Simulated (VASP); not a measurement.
Set up this calculation in VASP 6.6.1, as the native input.

| Property | Result |
| --- | --- |
| Task | single point |
| Functional | LDA |
| Potentials or basis | VASP PAW LDA potentials, release 64 (La) |
| Cutoff | 520 eV |
| k mesh | 11 × 11 × 6 |
| Occupations | fermi-dirac, width 0.1 eV |
| Spin | no spin polarisation |
| Dipole correction | no |
| Further INCAR settings | ALGO = Normal; EDIFF = 1e-06; NBANDS = 18 |

The structure of La lies in POSCAR:

```
La
1.0
    3.4812522377      0.0000000000      0.0000000000
   -1.7406261188      3.0148528748      0.0000000000
    0.0000000000      0.0000000000      5.7521754403
La
2
Direct
    0.3333333333      0.6666666667      0.2500000000
    0.6666666667      0.3333333333      0.7500000000
```

This cell differs from its parent crystal: volume scaled by 0.92.

One way to write it, as run:

INCAR

```
PREC = Accurate ; ENCUT = 520
EDIFF = 1E-6 ; ISMEAR = -1
SIGMA = 0.1 ; LREAL = False
LASPH = True ; NELM = 60
ALGO = Normal ; ISIF = 2
LWAVE = False ; LCHARG = True
GGA = CA ; LELF = True
LVHAR = True ; NBANDS = 18
```

KPOINTS

```
Automatic mesh
0
Gamma
  11 11 6
```

Potentials or basis: VASP PAW LDA potentials, release 64 (La).

Command:

```sh
$ cat potpaw_LDA.64/La/POTCAR > POTCAR
$ mpirun -np 1 vasp_std > vasp.out
```

Results of the run:

```yaml
Pressure: 2.3 GPa
Band_gap_on_the_k_mesh: zero (band 11 reaches 10.79 eV, above the bottom of band 12 at 9.09 eV)
```

Caveat: spin-orbit coupling is left out, which moves the levels of the heavy elements.

Wall time 51 s on 1 thread of Intel(R) Xeon(R) Platinum 8488C (Sapphire Rapids) (shared host), peak memory 0.2 GiB.
